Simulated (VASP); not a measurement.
Set up this calculation in VASP 6.6.1, as the native input.

```
Task                   : relaxation of cell and atoms
Functional             : PBE
Potentials or basis    : VASP PAW PBE potentials, release 64 (Al, As)
Cutoff                 : 600 eV
k mesh                 : 12 × 12 × 6
Occupations            : gaussian, width 0.1 eV
Spin                   : no spin polarisation
Dipole correction      : no
Further INCAR settings : ALGO = Normal; EDIFF = 1e-07; IBRION = 2; EDIFFG = -0.01; NSW = 100; ISIF = 3
```

The structure of Al2As3 lies in POSCAR:

```
Al2As3
1.0
    3.7304899723      0.0000000000      0.0000000000
   -1.8652449861      3.2306990846      0.0000000000
    0.0000000000      0.0000000000      8.0495397022
Al As
2 3
Direct
    0.3333333333      0.6666666667      0.1891738801
    0.6666666667      0.3333333333      0.8108261199
    0.0000000000      0.0000000000      0.0000000000
    0.3333333333      0.6666666667      0.6147857009
    0.6666666667      0.3333333333      0.3852142991
```

One way to write it, as run:

INCAR

```
SYSTEM = Al2As3
  PREC = Accurate
  ENCUT = 600
  EDIFF = 1E-7
  ISMEAR = 0
  SIGMA = 0.1
  LREAL = .False.
  LASPH = .True.
  NELM = 100
  ALGO = Normal
  ISIF = 3
  LWAVE = .False.
  LCHARG = .False.
  GGA = PE
  IBRION = 2
  NSW = 100
  EDIFFG = -0.01
```

KPOINTS

```
regular mesh
0
Gamma
  12 12 6
  0 0 0
```

Potentials or basis: VASP PAW PBE potentials, release 64 (Al, As).

Run with:

```bash
$ cat potpaw_PBE.64/Al/POTCAR potpaw_PBE.64/As/POTCAR > POTCAR
$ mpirun -np 1 vasp_std > vasp.out
```

Results of the run:

```yaml
Relaxed_volume: 19.32 Å³/atom
Relaxed_cell: a = 3.685 Å, b = 3.685 Å, c = 8.217 Å, α = 90.00°, β = 90.00°, γ = 120.00°
Space_group_after_relaxing_to_0.1_Å: P-3m1 (No. 164)
Energy_gained_by_relaxing: 3.1 meV/atom
Ionic_steps: 11
Pressure_after_relaxing: 0.0 GPa
Largest_force_after_relaxing: 0.003 eV/Å
Band_gap_on_the_k_mesh: zero (an odd number of electrons rules out a gap without spin polarisation)
```

Caveat: an odd number of electrons without spin polarisation forces a metal; a magnetic or distorted state may lie lower.

Run time: 15 min on 1 thread of Intel(R) Xeon(R) Platinum 8259CL CPU @ 2.50GHz (Skylake/Cascade Lake) (shared host), peak memory 0.36 GiB.
